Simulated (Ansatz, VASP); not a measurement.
# One calculation of CuO, two programs

```xyz
6
Lattice="4.1047 0.0000 0.0000 0.0000 4.1047 0.0000 0.0000 0.0000 3.8351" Properties=species:S:1:pos:R:3 pbc="T T T"
Cu    2.0524    0.0000    1.9176
Cu    0.0000    2.0524    1.9176
Cu    0.0000    0.0000    0.0000
O     0.0000    0.0000    1.9176
O     2.0524    0.0000    0.0000
O     0.0000    2.0524    0.0000
```

Change from the starting cell: volume scaled by 0.96.

Alike in both runs: task single point; functional PBE; k mesh 7 × 7 × 7; occupations fermi-dirac, width 0.05 eV; no spin polarisation.

|  | VASP | Ansatz |
| --- | --- | --- |
| version | VASP 6.6.1 | Ansatz 0.2.0 |
| potentials or method | VASP PAW PBE potentials, release 64 (Cu, O), cutoff 520 eV | all-electron LAPW, scalar-relativistic |

VASP gave:

| Item | Value |
| --- | --- |
| gap on the k mesh at the Fermi level (eV) | none |
| pressure (GPa) | 9.1 |
| traceless stress, the component that is largest in VASP (GPa) | 3.07 |

**Question.** Estimate Ansatz's values.

**Answer.** gap on the k mesh at the Fermi level (eV): none; pressure (GPa): 8.4; traceless stress, the component that is largest in VASP (GPa): 2.37.

A gap of «none» marks a metal or a gap that the smearing closes. Ansatz ran all-electron here, and VASP with PAW potentials.
